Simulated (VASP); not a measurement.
Write the native input for VASP 6.6.1 that does the following.

| Property | Result |
| --- | --- |
| Task | dielectric tensor |
| Functional | PBEsol |
| Potentials or basis | VASP PAW PBE potentials, release 64 (S, Mg) |
| Cutoff | 520 eV |
| k mesh | 9 × 9 × 9 |
| Occupations | gaussian, width 0.01 eV |
| Spin | no spin polarisation |
| Dipole correction | no |
| Further INCAR settings | ALGO = Normal; EDIFF = 1e-08 |

The structure of MgS lies in POSCAR:

```
MgS
1.0
    0.0000000000      2.6016500000      2.6016500000
    2.6016500000      0.0000000000      2.6016500000
    2.6016500000      2.6016500000      0.0000000000
S Mg
1 1
Direct
    0.5000000000      0.5000000000      0.5000000000
    0.0000000000      0.0000000000      0.0000000000
```

These files were run (other wordings do the same):

INCAR

```
ALGO = Normal
EDIFF = 1E-8
ENCUT = 520
GGA = PS
ISIF = 2
ISMEAR = 0
LASPH = T
LCHARG = F
LEPSILON = T
LREAL = F
LWAVE = F
NELM = 80
PREC = Accurate
SIGMA = 0.01
```

KPOINTS

```
k-points
0
Gamma
  9 9 9
```

Potentials or basis: VASP PAW PBE potentials, release 64 (S, Mg).

Run with:

```bash
$ cat potpaw_PBE.64/S/POTCAR potpaw_PBE.64/Mg/POTCAR > POTCAR
$ mpirun -np 1 vasp_std > vasp.out
```

It gave:

```json
{
  "Band gap on the k mesh": "2.83 eV (least direct gap 3.59 eV)",
  "Electronic dielectric tensor (diagonal)": "5.50",
  "Born charges (mean of the diagonal)": "S -2.32; Mg +2.32 e"
}
```

Caveat: an odd mesh through Γ misses points on the zone boundary, where band edges can lie.

Wall time 3.7 min on 1 thread of Intel Xeon 8259CL, with other jobs on the host, peak memory 0.21 GiB.
